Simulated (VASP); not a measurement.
The system is TaMo2Au2.

```
Ta Mo Au
1.0
     4.16528    0.00000    0.00000
    -2.08264    3.60723    0.00000
     0.00000    0.00000    6.89111
Ta Mo Au
1 2 2
Direct
  0.00000 0.00000 0.00000
  0.66667 0.33333 0.36427
  0.33333 0.66667 0.63573
  0.66667 0.33333 0.72692
  0.33333 0.66667 0.27308
```

The cell was generated, and may not be a known phase.

- Program: VASP 6.6.1
- Task: relaxation of cell and atoms
- Functional: PBE
- Potentials or basis: VASP PAW PBE potentials, release 64 (Ta_pv, Mo_sv, Au)
- Cutoff: 600 eV
- k mesh: 6 × 6 × 4
- Occupations: gaussian, width 0.1 eV
- Spin: no spin polarisation

At the start: pressure 3.5 GPa; volume 20.71 Å³/atom.

Q: How do energy, volume and symmetry change on relaxing?

A: Over 25 steps the energy falls by 603.8 meV/atom and the volume is 19.01 Å³/atom (-8.2 %); space group P-3m1 (No. 164, to 0.1 Å) before and after.

Step by step:
| step | energy change (eV) | largest force (eV/Å) | pressure (GPa) | volume (Å³) |
| --- | --- | --- | --- | --- |
| 1 | 0.0000 | 4.0806 | 3.51 | 103.54 |
| 2 | -0.6709 | 0.9365 | -11.34 | 110.48 |
| 3 | -0.6953 | 1.2841 | -9.41 | 109.15 |
| 4 | -1.4249 | 1.4048 | 0.81 | 99.20 |
| 5 | -1.4904 | 1.7367 | 7.46 | 95.07 |
| 6 | -1.8922 | 1.3017 | 7.21 | 93.72 |
| 7 | -2.3453 | 1.3964 | 9.63 | 91.01 |
| 8 | -0.5020 | 5.3460 | 37.78 | 83.99 |
| 9 | -2.4018 | 0.9895 | 10.67 | 90.43 |
| 10 | -2.4152 | 1.7012 | 17.86 | 87.43 |
| 11 | -2.6558 | 1.5311 | -2.52 | 96.80 |
| 12 | -2.7511 | 1.6471 | 3.43 | 93.39 |
| 13 | -2.9169 | 1.0141 | 0.18 | 94.67 |
| 14 | -2.9740 | 0.5672 | -2.51 | 96.05 |
| 15 | -2.9987 | 0.3139 | 0.92 | 94.31 |
| 16 | -2.9987 | 0.3107 | 0.97 | 94.29 |
| 17 | -3.0073 | 0.2011 | 0.59 | 94.55 |
| 18 | -3.0133 | 0.2308 | 0.00 | 95.00 |
| 19 | -3.0160 | 0.1122 | -0.09 | 95.07 |
| 20 | -3.0163 | 0.0623 | -0.11 | 95.10 |
| 21 | -3.0178 | 0.0465 | 0.06 | 95.00 |
| 22 | -3.0187 | 0.0335 | 0.29 | 94.88 |
| 23 | -3.0188 | 0.0432 | 0.38 | 94.83 |
| 24 | -3.0185 | 0.0120 | -0.57 | 95.31 |
| 25 | -3.0191 | 0.0303 | -0.02 | 95.03 |

Final structure:
```xyz
5
Lattice="4.4441 0.0000 0.0000 -2.2220 3.8487 0.0000 0.0000 0.0000 5.5561" Properties=species:S:1:pos:R:3 pbc="T T T"
Ta    4.4441    0.0000    0.0000
Mo    2.2220    1.2829    2.1983
Mo    0.0000    2.5658    3.3578
Au    2.2220    1.2829    4.8475
Au    0.0000    2.5658    0.7087
```

Caveat: a cell axis changed by over 15 % at a fixed basis, so the end point is rough.
